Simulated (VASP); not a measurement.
# SiC in VASP: a series of runs

SiC is run at these levels: LDA; tasks: single point.

Everything below comes from runs of VASP 6.6.1. Logs are shortened: lines on timing, memory, paths and dates and some standing lists are left out, and cuts for length are marked.

## 1. The cell of the first run

It takes space group I-4m2 (No. 119, tetragonal). Conventional cell: a = 3.061 Å, b = 3.061 Å, c = 4.531 Å, α = 90.00°, β = 90.00°, γ = 90.00°. Si (site symmetry -4m2) has 4 C at 1.90 Å within 2.5 Å. Within 2.5 Å of C (site symmetry -4m2) lie 4 Si at 1.90 Å.

## 2. Single point, LDA (the cell strained)

INCAR

```
SYSTEM = SiC
PREC = Accurate ; ENCUT = 600
EDIFF = 1E-6 ; ISMEAR = 0
SIGMA = 0.05 ; LREAL = .False.
LASPH = .True. ; NELM = 120
ALGO = Normal ; ISIF = 2
LWAVE = .False. ; LCHARG = .False.
NBANDS = 16 ; GGA_COMPAT = .False.
```

KPOINTS

```
regular mesh
0
Gamma
  10 10 6
  0 0 0
```

POSCAR

```
SiC
1.0
    0.0000000000     -2.1644105396     -2.2654885118
    0.0000000000      2.1644105396     -2.2654885118
    4.3288210792      0.0000000000      0.0000000000
Si C
2 2
Direct
    0.5000000000      0.5000000000      0.5000000000
    0.0000000000      0.0000000000      0.0000000000
    0.0000000000      0.5000000000      0.2500000000
    0.5000000000      0.0000000000      0.7500000000
```

Potentials or basis: VASP PAW LDA potentials, release 64 (Si, C).

Launch:

```bash
$ cat potpaw_LDA.64/Si/POTCAR potpaw_LDA.64/C/POTCAR > POTCAR
$ mpirun -np 1 vasp_std > vasp.out
```

OUTCAR:

```text
SYSTEM = SiC
   PREC = Accurate
   ENCUT = 600
   EDIFF = 1E-6
   ISMEAR = 0
   LREAL = .False.
   LASPH = .True.
   NELM = 120
   ISIF = 2

 ion  position               nearest neighbor table
   1  0.500  0.500  0.500-   3 1.90   4 1.90   4 1.90   3 1.90   2 3.06   2 3.06   2 3.06   2 3.06
                             2 3.13   2 3.13   2 3.13   2 3.13
   2  0.000  0.000  0.000-   3 1.90   4 1.90   3 1.90   4 1.90   1 3.06   1 3.06   1 3.06   1 3.06
                             1 3.13   1 3.13   1 3.13   1 3.13
   3  0.000  0.500  0.250-   1 1.90   2 1.90   2 1.90   1 1.90
   4  0.500  0.000  0.750-   1 1.90   2 1.90   1 1.90   2 1.90

  LATTYP: Found a base centered orthorhombic cell.
 ALAT       =     4.3288210792
 B/A-ratio  =     1.0467000000
 C/A-ratio  =     1.0000000000

  Lattice vectors:

 A1 = (   0.0000000000,  -2.1644105396,   2.2654885118)
 A2 = (   0.0000000000,  -2.1644105396,  -2.2654885118)
 A3 = (   4.3288210792,   0.0000000000,   0.0000000000)

Analysis of symmetry for initial positions (statically):
=====================================================================
 Subroutine PRICEL returns following result:

  LATTYP: Found a body centered tetragonal cell.
 ALAT       =     3.0609387396
 C/A-ratio  =     1.4802573357

  Lattice vectors:

 A1 = (   2.1644105396,   0.0000000000,   2.2654885118)
 A2 = (  -2.1644105396,   0.0000000000,   2.2654885118)
 A3 = (   0.0000000000,  -2.1644105396,  -2.2654885118)

   2 primitive cells build up your supercell.

 Routine SETGRP: Setting up the symmetry group for a
 base centered orthorhombic supercell.

 Subroutine GETGRP returns: Found  4 space group operations
 (whereof  4 operations were pure point group operations)
 out of a pool of  8 trial point group operations.

The static configuration has the point symmetry D_2 .

Analysis of symmetry for dynamics (positions and initial velocities):
=====================================================================
 Subroutine PRICEL returns following result:

  LATTYP: Found a body centered tetragonal cell.
 ALAT       =     3.0609387396
 C/A-ratio  =     1.4802573357

  Lattice vectors:

 A1 = (   2.1644105396,   0.0000000000,   2.2654885118)
 A2 = (  -2.1644105396,   0.0000000000,   2.2654885118)
 A3 = (   0.0000000000,  -2.1644105396,  -2.2654885118)

   2 primitive cells build up your supercell.

 Routine SETGRP: Setting up the symmetry group for a
 base centered orthorhombic supercell.

 Subroutine GETGRP returns: Found  4 space group operations
 (whereof  4 operations were pure point group operations)
 out of a pool of  8 trial point group operations.

The dynamic configuration has the point symmetry D_2 .

 Subroutine INISYM returns: Found  4 space group operations
 (whereof  4 operations are pure point group operations),
 and found     2 'primitive' translations

----------------------------------------------------------------------------------------

                                     Primitive cell

  volume of cell :      21.2261

  direct lattice vectors                    reciprocal lattice vectors
     2.164410540  0.000000000  2.265488512     0.231009779 -0.231009779  0.220702951
    -2.164410540  0.000000000  2.265488512    -0.231009779 -0.231009779  0.220702951
     0.000000000 -2.164410540 -2.265488512     0.000000000 -0.462019558  0.000000000

  length of vectors
     3.133226960  3.133226960  3.133226960     0.394259849  0.394259849  0.462019558

  position of ions in fractional coordinates (direct lattice)
     0.000000000  0.000000000  0.000000000
     0.750000000  0.250000000  0.500000000

  ion indices of the primitive-cell ions
   primitive index   ion index
                 1           1
                 2           3

----------------------------------------------------------------------------------------

 KPOINTS: regular mesh

Automatic generation of k-mesh.
 Grid dimensions read from file:
 generate k-points for:   10   10    6

 Generating k-lattice:

  Cartesian coordinates                     Fractional coordinates (reciprocal lattice)
     0.000000000 -0.023100978 -0.022070295     0.100000000 -0.000000000  0.000000000
     0.000000000  0.023100978 -0.022070295    -0.000000000  0.100000000  0.000000000
     0.038501630  0.000000000  0.000000000     0.000000000  0.000000000  0.166666667

  Length of vectors
     0.031949227  0.031949227  0.038501630

  Shift w.r.t. Gamma in fractional coordinates (k-lattice)
     0.000000000  0.000000000  0.000000000

 Subroutine IBZKPT returns following result:
 ===========================================

 Found    124 irreducible k-points:

 Following reciprocal coordinates:
            Coordinates               Weight
  0.000000  0.000000  0.000000      1.000000
  0.100000  0.000000  0.000000      4.000000
  0.200000  0.000000  0.000000      4.000000
  0.300000  0.000000  0.000000      4.000000
  0.400000  0.000000  0.000000      4.000000
  0.500000  0.000000  0.000000      2.000000
[... 16 lines left out ...]
  0.300000  0.300000  0.000000      2.000000
  0.400000  0.300000  0.000000      4.000000
 [... further k-points ...]
   k-points           NKPTS =    124   k-points in BZ     NKDIM =    124   number of bands    NBANDS=     16
   number of dos      NEDOS =    301   number of ions     NIONS =      4
   total plane-waves  NPLWV =  28224
   dimension x,y,z NGX =    28 NGY =   28 NGZ =   36
   dimension x,y,z NGXF=    56 NGYF=   56 NGZF=   72
   ions per type =               2   2
   NGX,Y,Z   is equivalent  to a cutoff of  14.86, 14.86, 13.83 a.u.
   NGXF,Y,Z  is equivalent  to a cutoff of  29.71, 29.71, 27.65 a.u.
 SYSTEM =  SiC
   PREC   = accura    normal or accurate (medium, high low for compatibility)
   ISTART =      0    job   : 0-new  1-cont  2-samecut
   ICHARG =      2    charge: 1-file 2-atom 10-const
   ISPIN  =      1    spin polarized calculation?
   LNONCOLLINEAR =      F non collinear calculations
   LSORBIT =      F    spin-orbit coupling
   LASPH  =      T    aspherical Exc in radial PAW
   ENCUT  =  600.0 eV  44.10 Ry    6.64 a.u.   6.26  6.26  8.65*2*pi/ulx,y,z
   NELM   =    120;   NELMIN=  2; NELMDL= -5     # of ELM steps
   EDIFF  = 0.1E-05   stopping-criterion for ELM
   LREAL  =      F    real-space projection
   EDIFFG = 0.1E-04   stopping-criterion for IOM
   NSW    =      0    number of steps for IOM
   IBRION =     -1    ionic relax: 0-MD 1-quasi-New 2-CG
   NFREE  =      0    steps in history (QN), initial steepest desc. (CG)
   ISIF   =      2    stress and relaxation
   ISYM   =      2    0-nonsym 1-usesym 2-fastsym
   POTIM  = 0.5000    time-step for ionic-motion
   TEBEG  =    0.0;   TEEND  =   0.0 temperature during run
   PSTRESS=    0.0 pullay stress
   NELECT =      16.0000    total number of electrons
   NUPDOWN=      -1.0000    fix difference up-down
   EMIN   =  10.00;   EMAX   =-10.00  energy-range for DOS
   EFERMI =   0.00;   METHOD = LEGACY
   ISMEAR =     0;   SIGMA  =   0.05  broadening in eV -4-tet -1-fermi 0-gaus
   EFERMI_NEDOS =   21; number of points for ismear=-14 and -15
   IALGO  =     38    algorithm
   IMIX   =      4    mixing-type and parameters
     AMIX     =   0.40;   BMIX     =  1.00
     AMIX_MAG =   1.60;   BMIX_MAG =  1.00
  volume/ion in A,a.u.               =      10.61        71.62
  Fermi-wavevector in a.u.,A,eV,Ry     =   1.182536  2.234669 19.026277  1.398392
  Thomas-Fermi vector in A             =   2.318788
   LORBIT       =      0    0 simple, 1 ext, 2 COOP (PROOUT), +10 PAW based schemes
   GGA     = CA    functional components
   LHFCALC =     F    Hartree Fock is set to
   AEXX    =    0.0000 exact exchange contribution
   IVDW    =     0    specifies the selected vdW correction
   LEPSILON=     F    determine dielectric tensor
   LRPA    =     F    only Hartree local field effects (RPA)
 non-spin polarized calculation
 Gauss-broadening in eV      SIGMA  =   0.05
  energy-cutoff  :      600.00
  volume of cell :       42.45
 maximum number of plane-waves:      1436
 NGX is ok and might be reduce to    28
   NGX = 13   NGY = 13   NGZ = 17

 number of electron      16.0000000 magnetization

 Free energy of the ion-electron system (eV)
  ---------------------------------------------------
  ext. energy  EPLUGINS =         0.00000000
  ---------------------------------------------------
  free energy    TOTEN  =       -33.18548874 eV

  energy without entropy =      -33.18548874  energy(sigma->0) =      -33.18548874

 E-fermi :   8.1527     XC(G=0): -11.4502

 val. band max:        7.8927294048   @ k =   0.0000   0.0000   0.0000
 cond. band min:       8.9793348744   @ k =   0.0000   0.0000   0.0000
 fundamental gap:      1.0866054696
 Fermi energy:         8.1527026624

 k-point     1 :       0.0000    0.0000    0.0000
  band No.  band energies     occupation
      1      -7.3406      2.00000
      2      -2.2376      2.00000
      3       0.2347      2.00000
      4       4.4447      2.00000
      5       4.5249      2.00000
      6       7.5615      2.00000
[... 8 lines left out ...]
     15      20.5448      0.00000
     16      21.3548      0.00000

 k-point     2 :       0.1000    0.0000    0.0000
  band No.  band energies     occupation
      1      -7.2140      2.00000
      2      -2.2103      2.00000
      3       0.3276      2.00000
      4       3.8028      2.00000
      5       4.5805      2.00000
      6       7.0955      2.00000
[... 8 lines left out ...]
     15      20.1948      0.00000
     16      20.4349      0.00000

 k-point     3 :       0.2000    0.0000    0.0000
  band No.  band energies     occupation
      1      -6.8374      2.00000
      2      -2.2132      2.00000
      3       0.5616      2.00000
      4       2.6944      2.00000
      5       4.8548      2.00000
      6       5.8433      2.00000
[... 8 lines left out ...]
     15      19.3335      0.00000
     16      19.4238      0.00000
[... 362 lines left out ...]
 k-point    23 :       0.3000    0.3000    0.0000
  band No.  band energies     occupation
      1      -5.2235      2.00000
      2      -2.0635      2.00000
      3       0.8104      2.00000
      4       3.0984      2.00000
      5       3.1511      2.00000
      6       3.2680      2.00000
[... 8 lines left out ...]
     15      18.9566      0.00000
     16      18.9567      0.00000

 k-point    24 :       0.4000    0.3000    0.0000
  band No.  band energies     occupation
      1      -4.4486      2.00000
      2      -2.4185      2.00000
      3       0.8623      2.00000
      4       2.0551      2.00000
      5       3.4612      2.00000
      6       3.8049      2.00000
[... 8 lines left out ...]
     15      19.8017      0.00000
     16      20.0098      0.00000

 [... further k-points ...]

------------------------ aborting loop because EDIFF is reached ----------------------------------------

  FORCE on cell =-STRESS in cart. coord.  units (eV):
  Direction    XX          YY          ZZ          XY          YZ          ZX
  --------------------------------------------------------------------------------------
  -------------------------------------------------------------------------------------
  Total       -1.3744698     -1.3738910     -4.7904322      0.0000000      0.0000000      0.0000000
  in kB      -51.8733934    -51.8515491   -180.7940537      0.0000000      0.0000000      0.0000000
  external PRESSURE =     -94.8396654 kB  Pullay stress =       0.0000000 kB

 VOLUME and BASIS-vectors are now :
 -----------------------------------------------------------------------------
  energy-cutoff  :      600.00
  volume of cell :       42.45
      direct lattice vectors                 reciprocal lattice vectors
     0.000000000 -2.164410540 -2.265488512     0.000000000 -0.231009779 -0.220702951
     0.000000000  2.164410540 -2.265488512     0.000000000  0.231009779 -0.220702951
     4.328821079  0.000000000  0.000000000     0.231009779  0.000000000  0.000000000

 POSITION                                       TOTAL-FORCE (eV/Angst)
 -----------------------------------------------------------------------------------
      2.16441      0.00000     -2.26549        -0.000000     -0.000000      0.000000
      0.00000      0.00000      0.00000        -0.000000      0.000000      0.000000
      1.08221      1.08221     -1.13274         0.000000     -0.000000      0.000000
      3.24662     -1.08221     -1.13274         0.000000      0.000000      0.000000
 -----------------------------------------------------------------------------------
    total drift:                               -0.000000      0.000000      0.000000

  FREE ENERGIE OF THE ION-ELECTRON SYSTEM (eV)
  ---------------------------------------------------
  free  energy   TOTEN  =       -33.1854887402 eV

  energy  without entropy=      -33.1854887402  energy(sigma->0) =      -33.18548874
```

It took 30 s on 1 thread of Intel Xeon 6975P-C (Granite Rapids), shared host; peak memory 0.2 GiB.

Results:

```yaml
Free_energy: -33.1855 eV
Pressure: -9.5 GPa
Band_gap_on_the_k_mesh: 1.09 eV
```

Stress tensor (GPa, compression positive):
```
 -5.19   0.00   0.00
  0.00  -5.19   0.00
  0.00   0.00 -18.08
```

Caveat: the cell differs from its parent crystal (the cell strained); the cell stands under tension.

## 3. Single point, LDA (atoms displaced along a vibrational mode, the cell strained)

INCAR

```
  PREC = Accurate
  ENCUT = 600
  EDIFF = 1E-6
  ISMEAR = 0
  SIGMA = 0.05
  LREAL = False
  LASPH = True
  NELM = 120
  ALGO = Normal
  ISIF = 2
  LWAVE = False
  LCHARG = False
  NBANDS = 16
  GGA_COMPAT = False
```

KPOINTS

```
Automatic mesh
0
Gamma
  10 10 6
```

POSCAR

```
SiC
1.0
    0.0000000000     -2.1644105396     -2.2654885118
    0.0000000000      2.1644105396     -2.2654885118
    4.3288210792      0.0000000000      0.0000000000
Si C
2 2
Direct
    0.5110884694      0.5110884694      0.5000000000
   -0.0110884694     -0.0110884694      0.0000000000
    0.0075067962      0.4924932038      0.2500000000
    0.4924932038      0.0075067962      0.7500000000
```

Potentials or basis: VASP PAW LDA potentials, release 64 (Si, C).

Launch:

```bash
$ cat potpaw_LDA.64/Si/POTCAR potpaw_LDA.64/C/POTCAR > POTCAR
$ mpirun -np 1 vasp_std > vasp.out
```

It took 29 s on 1 thread of Intel Xeon 6975P-C (Granite Rapids), shared host; peak memory 0.2 GiB.

Results (log left out):

```yaml
Free_energy: -33.1456 eV
Pressure: -9.5 GPa
Largest_force: 0.657 eV/Å
Band_gap_on_the_k_mesh: 1.07 eV
```

Forces in eV/Å, atoms in the order of the input:
```
Si   0.000  0.000  0.657
Si   0.000  0.000 -0.657
C    0.000  0.209  0.000
C    0.000 -0.209  0.000
```

Stress tensor (GPa, compression positive):
```
 -5.09   0.00   0.00
  0.00  -5.28   0.00
  0.00   0.00 -18.20
```

Levels at points of the mesh, in eV from the valence-band top:
| k point | band 4 | band 5 | band 6 | band 7 | band 8 | band 9 | band 10 | band 11 | band 12 | band 13 |
| --- | --- | --- | --- | --- | --- | --- | --- | --- | --- | --- |
| (0.00, 0.00, 0.00) | -3.44 | -3.37 | -0.34 | -0.02 | 0.00 | 1.08 | 3.73 | 5.81 | 6.87 | 6.88 |
| (0.50, 0.00, 0.00) | -5.85 | -4.28 | -4.25 | -1.46 | -1.44 | 4.88 | 5.16 | 7.89 | 8.08 | 8.61 |
| (0.50, 0.50, 0.00) | -7.66 | -3.44 | -3.37 | -2.94 | -2.93 | 1.07 | 1.48 | 3.71 | 4.48 | 12.66 |
| (0.00, 0.00, 0.50) | -3.29 | -2.21 | -2.21 | -2.05 | -2.05 | 3.72 | 3.72 | 5.88 | 5.88 | 9.53 |
| (0.50, 0.00, 0.50) | -8.53 | -1.44 | -1.44 | -0.88 | -0.88 | 4.82 | 4.82 | 6.78 | 6.78 | 7.22 |
| (0.50, 0.50, 0.50) | -7.19 | -5.01 | -5.01 | -4.72 | -4.72 | 5.16 | 5.16 | 8.90 | 8.90 | 9.37 |

Caveat: the cell differs from its parent crystal (atoms displaced along a vibrational mode, the cell strained); the cell stands under tension. A k mesh can miss the band edges.

## 4. Single point, LDA (atoms displaced along a vibrational mode, the cell strained)

INCAR

```
SYSTEM = SiC
PREC = Accurate ; ENCUT = 600
EDIFF = 1E-6 ; ISMEAR = 0
SIGMA = 0.05 ; LREAL = .False.
LASPH = .True. ; NELM = 120
ALGO = Normal ; ISIF = 2
LWAVE = .False. ; LCHARG = .False.
GGA = CA ; NBANDS = 16
GGA_COMPAT = .False.
```

KPOINTS

```
regular mesh
0
Gamma
  10 10 6
  0 0 0
```

POSCAR

```
SiC
1.0
    0.0000000000     -2.1644105396     -2.3159192774
    0.0000000000      2.1644105396     -2.3159192774
    4.3288210792      0.0000000000      0.0000000000
Si C
2 2
Direct
    0.5083163520      0.5083163520      0.5000000000
   -0.0083163520     -0.0083163520      0.0000000000
    0.0056300972      0.4943699028      0.2500000000
    0.4943699028      0.0056300972      0.7500000000
```

Launch:

```bash
$ cat potpaw_LDA.64/Si/POTCAR potpaw_LDA.64/C/POTCAR > POTCAR
$ mpirun -np 1 vasp_std > vasp.out
```

Run time: 30 s. Hardware: 1 thread of Intel Xeon 6975P-C (Granite Rapids), shared host; peak memory 0.21 GiB.

It converged, with:

```yaml
Free_energy: -33.0314 eV
Pressure: -13.6 GPa
Largest_force: 0.485 eV/Å
Band_gap_on_the_k_mesh: 0.98 eV
```

Forces in eV/Å, atoms in the order of the input:
```
Si   0.000  0.000  0.485
Si   0.000  0.000 -0.485
C    0.000  0.166  0.000
C    0.000 -0.166  0.000
```

Stress tensor (GPa, compression positive):
```
 -7.01   0.00   0.00
  0.00  -7.11   0.00
  0.00   0.00 -26.81
```

Levels at points of the mesh, in eV from the valence-band top:
```
           k point  band 5  band 6  band 7  band 8  band 9  band 10  band 11  band 12
(0.00, 0.00, 0.00)   -3.43   -0.51   -0.01    0.00    0.99     3.47     5.49     6.66
(0.50, 0.00, 0.00)   -4.21   -4.18   -1.60   -1.57    4.68     4.89     7.51     7.67
(0.50, 0.50, 0.00)   -3.55   -3.43   -2.80   -2.80    0.98     1.58     3.47     4.60
(0.00, 0.00, 0.50)   -2.33   -2.33   -2.09   -2.09    3.58     3.58     5.69     5.69
(0.50, 0.00, 0.50)   -1.63   -1.63   -0.80   -0.80    4.39     4.39     6.70     6.70
(0.50, 0.50, 0.50)   -4.95   -4.95   -4.68   -4.68    5.16     5.16     8.57     8.57
```

Caveat: the cell differs from its parent crystal (atoms displaced along a vibrational mode, the cell strained); the cell stands under tension. A k mesh can miss the band edges.

(Part 1 of 2 ends here.)
